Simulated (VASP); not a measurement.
A run of VASP 6.6.1:

Contents of INCAR:

```
PREC = Accurate
ENCUT = 520
EDIFF = 1E-6
ISMEAR = 0
SIGMA = 0.1
LREAL = False
LASPH = True
NELM = 60
ALGO = Normal
ISIF = 2
LWAVE = False
LCHARG = False
GGA = PE
NBANDS = 13
```

Contents of KPOINTS:

```
regular mesh
0
Gamma
  20 20 20
```

POSCAR

```
Ge
1.0
    2.7110204328      0.0000000000      0.0000000000
    0.0000000000      2.7110204328      0.0000000000
    0.0000000000      0.0000000000      2.7109549152
Ge
1
Direct
    0.0000000000      0.0000000000      0.5000000000
```

Potentials or basis: VASP PAW PBE potentials, release 64 (Ge_d).

The run is started by

```console
$ cat potpaw_PBE.64/Ge_d/POTCAR > POTCAR
$ mpirun -np 1 vasp_std > vasp.out
```

Hardware: 1 thread of Intel(R) Xeon(R) Platinum 8375C CPU @ 2.90GHz (Ice Lake) (shared host).

Problem. Estimate the wall time of this run.

Solution. Run time: 60 s on 1 thread of Intel(R) Xeon(R) Platinum 8375C CPU @ 2.90GHz (Ice Lake) (shared host), peak memory 0.27 GiB. Counts: scf iterations 10, k points 726.
